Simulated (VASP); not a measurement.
A run of VASP 6.6.1 is set up as follows.

The input INCAR:

```
SYSTEM = Re
PREC     = Accurate       ! precision mode
ENCUT    = 520            ! plane-wave cutoff, eV
EDIFF    = 1E-8           ! SCF threshold, eV
ISMEAR   = -1             ! smearing method
SIGMA    = 0.03           ! smearing width, eV
LREAL    = .False.        ! projectors in reciprocal space
LASPH    = .True.         ! aspherical terms in the spheres
NELM     = 60             ! most SCF steps
ALGO     = Normal         ! electronic algorithm
ISIF     = 2              ! what is computed and relaxed
LWAVE    = .False.        ! write WAVECAR
LCHARG   = .False.        ! write CHGCAR
GGA      = PE             ! functional
LEFG     = .True.       
NBANDS   = 10             ! bands
```

Contents of KPOINTS:

```
Automatic mesh
0
Gamma
  14 14 14
  0 0 0
```

POSCAR

```
Re
1.0
    0.0000000000      1.9750000000      2.0342500000
    1.9750000000      0.0000000000      2.0342500000
    1.9750000000      1.9750000000      0.0000000000
Re
1
Direct
    0.0000000000      0.0000000000      0.0000000000
```

Potentials or basis: VASP PAW PBE potentials, release 64 (Re).

Launch:

```sh
$ cat potpaw_PBE.64/Re/POTCAR > POTCAR
$ mpirun -np 1 vasp_std > vasp.out
```

**Question.** Estimate the pressure.

**Answer.** -18.7 GPa.

Stress tensor (GPa, compression positive):
```
-16.53   0.00   0.00
  0.00 -16.53   0.00
  0.00   0.00 -23.03
```

Caveat: the cell differs from its parent crystal (zz strain of +3 %); without QUAD_EFG the Cq values of the log hold for a quadrupole moment of 1 mb, not for the nuclei.
